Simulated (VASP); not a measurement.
**CdS: single point with PBE**

CdS:

```
CELL_PARAMETERS angstrom
0.00000 2.96707 2.96707
2.96707 0.00000 2.96707
2.96707 2.96707 0.00000
ATOMIC_POSITIONS crystal
Cd 0.00000 0.00000 0.00000
S 0.25000 0.25000 0.25000
```

```
Program                : VASP 6.6.1
Task                   : single point
Functional             : PBE
Potentials or basis    : VASP PAW PBE potentials, release 64 (Cd, S)
Cutoff                 : 500 eV
k mesh                 : 3 × 3 × 3
Occupations            : gaussian, width 0.01 eV
Spin                   : no spin polarisation
Dipole correction      : no
Further INCAR settings : ALGO = Normal; EDIFF = 1e-06; NBANDS = 16
```

| Quantity | Value |
| --- | --- |
| Pressure | 0.7 GPa |
| Band gap on the k mesh | 0.99 eV, direct |

Levels at points of the mesh, in eV from the valence-band top:
| k point | band 6 | band 7 | band 8 | band 9 | band 10 | band 11 | band 12 | band 13 |
| --- | --- | --- | --- | --- | --- | --- | --- | --- |
| (0.00, 0.00, 0.00) | -7.23 | 0.00 | 0.00 | 0.00 | 0.99 | 6.49 | 6.49 | 6.49 |

Wall time 4.3 s on 1 thread of AMD EPYC 9R45 96-Core Processor (Zen 5) (shared host), peak memory 0.14 GiB.

Caveat: the k points lie up to 0.61 Å⁻¹ apart. A hybrid or GW would open this gap; PBE tends to underestimate it.
